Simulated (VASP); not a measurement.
Set up this calculation in VASP 6.6.1, as the native input.

```yaml
Task: single point
Functional: PBE
Dispersion: D3(BJ)
Potentials_or_basis: VASP PAW PBE potentials, release 64 (Sn_d, O)
Cutoff: 520 eV
k_mesh: 12 × 12 × 4
Occupations: gaussian, width 0.05 eV
Spin: no spin polarisation
Dipole_correction: no
Further_INCAR_settings: ALGO = Normal; EDIFF = 1e-06; NBANDS = 35
```

The structure of SnO2 lies in POSCAR:

```
SnO2
1.0
    3.2543758574      0.0000000000      0.0000000000
   -1.6271879287      2.8183721660      0.0000000000
    0.0000000000      0.0000000000     10.0605775256
Sn O
2 4
Direct
    0.0000000000      0.0000000000      0.5000000000
    0.0000000000      0.0000000000      0.0000000000
    0.6666666667      0.3333333333      0.4017901367
    0.6666666667      0.3333333333      0.0982098633
    0.3333333333      0.6666666667      0.5982098633
    0.3333333333      0.6666666667      0.9017901367
```

These files were run (other wordings do the same):

INCAR

```
  PREC = Accurate
  ENCUT = 520
  EDIFF = 1E-6
  ISMEAR = 0
  SIGMA = 0.05
  LREAL = False
  LASPH = True
  NELM = 60
  ALGO = Normal
  ISIF = 2
  LWAVE = False
  LCHARG = False
  GGA = PE
  IVDW = 12
  NBANDS = 35
```

KPOINTS

```
Automatic mesh
0
Gamma
  12 12 4
```

Potentials or basis: VASP PAW PBE potentials, release 64 (Sn_d, O).

Command:

```console
$ cat potpaw_PBE.64/Sn_d/POTCAR potpaw_PBE.64/O/POTCAR > POTCAR
$ mpirun -np 1 vasp_std > vasp.out
```

It gave:

```yaml
Pressure: -1.6 GPa
Largest_force: 0.116 eV/Å
Band_gap_on_the_k_mesh: 1.74 eV (least direct gap 2.12 eV)
Dispersion_energy_per_atom: -0.165 eV
```

Caveat: spin-orbit coupling is left out, which moves the levels of the heavy elements.

Run time: 3.9 min on 1 thread of Oxide Virtual Turin-like Processor, on a shared host, peak memory 0.27 GiB.
